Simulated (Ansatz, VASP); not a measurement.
**One calculation of MoSe, two programs**

```xyz
2
Lattice="0.0000 2.6253 2.6253 2.6253 0.0000 2.6253 2.6253 2.6253 0.0000" Properties=species:S:1:pos:R:3 pbc="T T T"
Mo    2.6253    2.6253    2.6253
Se    0.0000    0.0000    0.0000
```

Alike in both runs: task single point; functional PBEsol; k mesh 10 × 10 × 10; occupations gaussian, width 0.05 eV; collinear spin.

|  | VASP | Ansatz |
| --- | --- | --- |
| version | VASP 6.6.1 | Ansatz 0.2.0 |
| potentials or method | VASP PAW PBE potentials, release 64 (Mo_sv, Se), cutoff 500 eV | scalar-relativistic, plane waves, PAW |
| valence electrons in the cell | 20 | 30 |

Ansatz gave:

* pressure (GPa): -7.7
* net moment per atom (μB): 0.24
* size of the moment on the site where the two differ most (μB): 0.37

Problem. Estimate VASP's values.

Solution. Pressure (GPa): -7.4; net moment per atom (μB): 0.24; size of the moment on the site where the two differ most (μB): 0.42.

VASP's potentials were made for PBE, not for PBEsol. Site moments also hang on the region over which each program counts them. VASP's potentials hold 20 valence electrons a cell and Ansatz's 30, so a difference there can come from the potentials and not from the codes.
